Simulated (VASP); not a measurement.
Runs of VASP 6.6.1 on Na. The structure is that of space group Fm-3m (No. 225), or close to it. The cells are those of the table. This isn't the form of Na at room conditions, which is bcc.

```tsv
cell	gap on the mesh (eV)	pressure (GPa)
a = 3.618 Å, angles 120.3, 120.3, 89.5°, 1 atom	none	0.8
a = 3.587 Å, angles 120.8, 120.8, 88.5°, 1 atom	none	1.2
a = 3.556 Å, angles 119.1, 119.1, 91.5°, 1 atom	none	1.2
a = 3.556 Å, angles 120.3, 120.3, 89.5°, 1 atom	none	1.5
a = 3.650 Å, angles 122.0, 122.0, 86.6°, 1 atom	none	0.8
a = 3.618 Å, angles 119.1, 119.1, 91.5°, 1 atom	none	0.7
a = 3.525 Å, angles 119.7, 119.7, 90.5°, 1 atom	none	1.6
a = 3.587 Å, angles 119.7, 119.7, 90.5°, 1 atom	none	(a)
```

Alike in all rows: task single point; level PBEsol; potentials or basis VASP PAW PBE potentials, release 64 (Na_pv); no spin polarisation; k mesh 16 × 16 × 16; cutoff (eV) 520; smearing gaussian 0.15 eV.

Problem. Estimate the missing entries.

Solution. (a) 1.0.

Caveats: the PAW data sets were made with another functional, which shifts forces and pressure a little.

A gap of «none» marks levels without a gap at the run's occupations.
